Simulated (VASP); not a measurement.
# NaF (Fm-3m) in VASP: further runs, part 2 of 2

VASP 6.6.1. The steps go on from the part before.

## (3) Single point, r2SCAN

Contents of POSCAR:

```
NaF
1.0
    0.0000000000      2.2971680712      2.2971680712
    2.2971680712      0.0000000000      2.2971680712
    2.2971680712      2.2971680712      0.0000000000
Na F
1 1
Direct
    0.0000000000      0.0000000000      0.0000000000
    0.5000000000      0.5000000000      0.5000000000
```

Contents of INCAR.step1:

```
SYSTEM = NaF
ALGO = Normal ; EDIFF = 1E-4
ENCUT = 520 ; GGA = PE
ISMEAR = 0 ; LASPH = .True.
LCHARG = .False. ; LREAL = .False.
LWAVE = .True. ; NBANDS = 14
NELM = 80 ; PREC = Accurate
SIGMA = 0.01
```

Contents of INCAR.step2:

```
SYSTEM = NaF
ALGO = Normal ; EDIFF = 1E-6
ENCUT = 520 ; ISIF = 2
ISMEAR = 0 ; ISTART = 1
LASPH = .True. ; LCHARG = .True.
LELF = .True. ; LMIXTAU = .True.
LREAL = .False. ; LVHAR = .True.
LWAVE = .False. ; METAGGA = R2SCAN
NBANDS = 14 ; NELM = 80
PREC = Accurate ; SIGMA = 0.01
```

Contents of KPOINTS:

```
k-points
0
Gamma
  6 6 6
  0 0 0
```

Potentials or basis: VASP PAW PBE potentials, release 64 (Na_pv, F).

Command:

```console
$ cat potpaw_PBE.64/Na_pv/POTCAR potpaw_PBE.64/F/POTCAR > POTCAR
$ cp INCAR.step1 INCAR
$ mpirun -np 1 vasp_std > vasp.out
$ cp INCAR.step2 INCAR
$ mpirun -np 1 vasp_std > vasp.out
```

OUTCAR:

```text
SYSTEM = NaF
   EDIFF = 1E-6
   ENCUT = 520
   ISIF = 2
   ISMEAR = 0
   ISTART = 1
   LASPH = .True.
   LREAL = .False.
   METAGGA = R2SCAN
   NELM = 80
   PREC = Accurate

 ion  position               nearest neighbor table
   1  0.000  0.000  0.000-   2 2.30   2 2.30   2 2.30   2 2.30   2 2.30   2 2.30
   2  0.500  0.500  0.500-   1 2.30   1 2.30   1 2.30   1 2.30   1 2.30   1 2.30

  LATTYP: Found a face centered cubic cell.
 ALAT       =     4.5943361424

  Lattice vectors:

 A1 = (   0.0000000000,   2.2971680712,   2.2971680712)
 A2 = (   2.2971680712,   0.0000000000,   2.2971680712)
 A3 = (   2.2971680712,   2.2971680712,   0.0000000000)

Analysis of symmetry for initial positions (statically):
=====================================================================
 Subroutine PRICEL returns:
 Original cell was already a primitive cell.

 Routine SETGRP: Setting up the symmetry group for a
 face centered cubic supercell.

 Subroutine GETGRP returns: Found 48 space group operations
 (whereof 48 operations were pure point group operations)
 out of a pool of 48 trial point group operations.

The static configuration has the point symmetry O_h .

[... 165 lines left out ...]
      6      -2.6138      2.00000
      7      -2.6138      2.00000
      8       4.7084      0.00000
      9      17.3594      0.00000
     10      17.3595      0.00000
     11      17.3595      0.00000
     12      20.0710      0.00000
     13      22.7102      0.00000
     14      22.7102      0.00000
[... 241 lines left out ...]
      1     -22.9077      2.00000
      2     -22.1586      2.00000
      3     -22.1138      2.00000
      4     -21.8570      2.00000
      5      -3.7182      2.00000
      6      -3.2775      2.00000
      7      -3.1592      2.00000
      8      11.5177      0.00000
      9      11.6455      0.00000
     10      13.5451      0.00000
     11      16.6573      0.00000
     12      20.4057      0.00000
     13      24.9054      0.00000
     14      25.1095      0.00000

------------------------ aborting loop because EDIFF is reached ----------------------------------------

  FORCE on cell =-STRESS in cart. coord.  units (eV):
  Direction    XX          YY          ZZ          XY          YZ          ZX
  --------------------------------------------------------------------------------------
  -------------------------------------------------------------------------------------
  Total       -0.1276114     -0.1276114     -0.1276114      0.0000000      0.0000000     -0.0000000
  in kB       -8.4331888     -8.4331888     -8.4331888      0.0000000      0.0000000     -0.0000000
  external PRESSURE =      -8.4331888 kB  Pullay stress =       0.0000000 kB

 VOLUME and BASIS-vectors are now :
 -----------------------------------------------------------------------------
  energy-cutoff  :      520.00
  volume of cell :       24.24
      direct lattice vectors                 reciprocal lattice vectors
     0.000000000  2.297168071  2.297168071    -0.217659302  0.217659302  0.217659302
     2.297168071  0.000000000  2.297168071     0.217659302 -0.217659302  0.217659302
     2.297168071  2.297168071  0.000000000     0.217659302  0.217659302 -0.217659302

 POSITION                                       TOTAL-FORCE (eV/Angst)
 -----------------------------------------------------------------------------------
      0.00000      0.00000      0.00000         0.000000      0.000000     -0.000000
      2.29717      2.29717      2.29717        -0.000000      0.000000      0.000000
 -----------------------------------------------------------------------------------
    total drift:                                0.000000     -0.000000      0.000000

  FREE ENERGIE OF THE ION-ELECTRON SYSTEM (eV)
  ---------------------------------------------------
  free  energy   TOTEN  =       -12.6030048781 eV

  energy  without entropy=      -12.6030048781  energy(sigma->0) =      -12.60300488
```

OUTCAR.step1:

```text
SYSTEM = NaF
   EDIFF = 1E-4
   ENCUT = 520
   GGA = PE
   ISMEAR = 0
   LASPH = .True.
   LREAL = .False.
[... 481 lines left out ...]
      0.00000      0.00000      0.00000         0.000000      0.000000      0.000000
      2.29717      2.29717      2.29717        -0.000000     -0.000000     -0.000000
 -----------------------------------------------------------------------------------
    total drift:                                0.000000     -0.000000      0.000000

  FREE ENERGIE OF THE ION-ELECTRON SYSTEM (eV)
  ---------------------------------------------------
  free  energy   TOTEN  =        -8.5495640874 eV

  energy  without entropy=       -8.5495640874  energy(sigma->0) =       -8.54956409
```

OSZICAR.step1:

```text
N       E                     dE             d eps       ncg     rms          rms(c)
DAV:   1     0.106145387086E+03    0.10615E+03   -0.78858E+03   448   0.124E+03
DAV:   2    -0.433252138636E+01   -0.11048E+03   -0.10247E+03   490   0.330E+02
DAV:   3    -0.940421027061E+01   -0.50717E+01   -0.50622E+01   568   0.664E+01
DAV:   4    -0.944141526742E+01   -0.37205E-01   -0.37204E-01   502   0.625E+00
DAV:   5    -0.944179759171E+01   -0.38232E-03   -0.38232E-03   574   0.612E-01    0.543E+00
DAV:   6    -0.855687405609E+01    0.88492E+00   -0.30499E+00   554   0.150E+01    0.179E+00
DAV:   7    -0.854760166239E+01    0.92724E-02   -0.29847E-02   448   0.204E+00    0.105E+00
DAV:   8    -0.854905180712E+01   -0.14501E-02   -0.27675E-02   478   0.320E+00    0.149E-01
DAV:   9    -0.854968228581E+01   -0.63048E-03   -0.43097E-03   578   0.629E-01    0.122E-01
DAV:  10    -0.854956690433E+01    0.11538E-03   -0.80960E-04   484   0.346E-01    0.181E-02
DAV:  11    -0.854956408743E+01    0.28169E-05   -0.27311E-05   260   0.635E-02
   1 F= -.85495641E+01 E0= -.85495641E+01  d E =-.577328-122
```

It took 7.4 s on 1 thread of Intel Xeon 6975P-C (Granite Rapids), shared host; peak memory 0.13 GiB.

What came out:

```
Free energy            : -12.6030 eV
Pressure               : -0.8 GPa
Band gap on the k mesh : 7.32 eV, direct
```

Caveat: the PAW data sets were made with another functional, which shifts forces and pressure a little.

## (4) Single point, HSE06

POSCAR is that of step 3.

Contents of INCAR.step1:

```
  PREC = Accurate
  ENCUT = 520
  EDIFF = 1E-5
  ISMEAR = 0
  SIGMA = 0.01
  LREAL = False
  LASPH = True
  NELM = 80
  ALGO = Normal
  ISIF = 2
  LWAVE = True
  GGA = PE
  NBANDS = 14
```

Contents of INCAR.step2:

```
  PREC = Accurate
  ENCUT = 520
  EDIFF = 1E-6
  ISMEAR = 0
  SIGMA = 0.01
  LREAL = False
  LASPH = True
  NELM = 80
  ALGO = Normal
  ISIF = 2
  LWAVE = False
  LCHARG = True
  GGA = PE
  LHFCALC = True
  HFSCREEN = 0.2079
  PRECFOCK = Normal
  LELF = True
  LVHAR = True
  ISTART = 1
  NBANDS = 14
```

Contents of KPOINTS:

```
regular mesh
0
Gamma
  6 6 6
```

Potentials or basis: VASP PAW PBE potentials, release 64 (Na_pv, F).

Command:

```console
$ cat potpaw_PBE.64/Na_pv/POTCAR potpaw_PBE.64/F/POTCAR > POTCAR
$ cp INCAR.step1 INCAR
$ mpirun -np 1 vasp_std > vasp.out
$ cp INCAR.step2 INCAR
$ mpirun -np 1 vasp_std > vasp.out
```

OUTCAR:

```text
PREC = Accurate
   ENCUT = 520
   EDIFF = 1E-6
   ISMEAR = 0
   LREAL = False
   LASPH = True
   NELM = 80
   ISIF = 2
   GGA = PE
   LHFCALC = True
   HFSCREEN = 0.2079
   PRECFOCK = Normal
   ISTART = 1

 ion  position               nearest neighbor table
   1  0.000  0.000  0.000-   2 2.30   2 2.30   2 2.30   2 2.30   2 2.30   2 2.30
   2  0.500  0.500  0.500-   1 2.30   1 2.30   1 2.30   1 2.30   1 2.30   1 2.30

  LATTYP: Found a face centered cubic cell.
 ALAT       =     4.5943361424

[... 458 lines left out ...]
------------------------ aborting loop because EDIFF is reached ----------------------------------------

  FORCE on cell =-STRESS in cart. coord.  units (eV):
  Direction    XX          YY          ZZ          XY          YZ          ZX
  --------------------------------------------------------------------------------------
  -------------------------------------------------------------------------------------
  Total        0.2479080      0.2479080      0.2479080      0.0000000      0.0000000      0.0000000
  in kB       16.3829797     16.3829797     16.3829797      0.0000000      0.0000000      0.0000000
  external PRESSURE =      16.3829797 kB  Pullay stress =       0.0000000 kB

 VOLUME and BASIS-vectors are now :
 -----------------------------------------------------------------------------
  energy-cutoff  :      520.00
  volume of cell :       24.24
      direct lattice vectors                 reciprocal lattice vectors
     0.000000000  2.297168071  2.297168071    -0.217659302  0.217659302  0.217659302
     2.297168071  0.000000000  2.297168071     0.217659302 -0.217659302  0.217659302
     2.297168071  2.297168071  0.000000000     0.217659302  0.217659302 -0.217659302

 POSITION                                       TOTAL-FORCE (eV/Angst)
 -----------------------------------------------------------------------------------
      0.00000      0.00000      0.00000         0.000000     -0.000000      0.000000
      2.29717      2.29717      2.29717        -0.000000      0.000000     -0.000000
 -----------------------------------------------------------------------------------
    total drift:                               -0.000000     -0.000000     -0.000000

  FREE ENERGIE OF THE ION-ELECTRON SYSTEM (eV)
  ---------------------------------------------------
  free  energy   TOTEN  =       -10.3083588957 eV

  energy  without entropy=      -10.3083588957  energy(sigma->0) =      -10.30835890
```

Run time: 6.1 min. Hardware: 1 thread of Intel Xeon 6975P-C (Granite Rapids), shared host; peak memory 0.24 GiB.

Results:

```
Free energy            : -10.3084 eV
Pressure               : 1.6 GPa
Band gap on the k mesh : 8.60 eV, direct
```

Levels at points of the mesh, in eV from the valence-band top:
```
           k point  band 3  band 4  band 5  band 6  band 7  band 8  band 9  band 10  band 11  band 12
(0.00, 0.00, 0.00)  -20.29  -20.29    0.00    0.00    0.00    8.60   21.56    21.56    21.56    24.22
(0.50, 0.00, 0.00)  -20.30  -19.56   -1.68   -0.28   -0.28   13.17   15.07    22.85    22.85    25.89
(0.50, 0.50, 0.00)  -20.34  -20.34   -1.36   -0.44   -0.44   15.59   15.74    16.25    22.73    22.73
```

Caveat: the PAW data sets were made with another functional, which shifts forces and pressure a little.

## (5) Overview

```tsv
level	k mesh	grid for exact exchange (PRECFOCK)	screening parameter	gap on the mesh (eV)	pressure (GPa)
PBE	8 × 8 × 8	-	-	6.44	3.5
r2SCAN	6 × 6 × 6	-	-	7.32	-0.8
HSE06	6 × 6 × 6	Normal	0.2079 1/Å	8.60	1.6
```

Alike in all rows: task single point; potentials or basis VASP PAW PBE potentials, release 64 (Na_pv, F); no spin polarisation; cell as given; cutoff (eV) 520; smearing gaussian 0.01 eV.

On the cell as given the gap runs from 6.44 eV (PBE) to 8.60 eV (HSE06); the meshes differ, which moves gaps too. The pressure there spans -0.8 GPa (r2SCAN) to 3.5 GPa (PBE); a positive pressure means that this level wants a larger cell, a negative one a smaller.

Caveats: the PAW data sets were made with another functional, which shifts forces and pressure a little (some runs).

Total energies depend on the potentials used, so only differences within one code and one set of settings carry meaning.
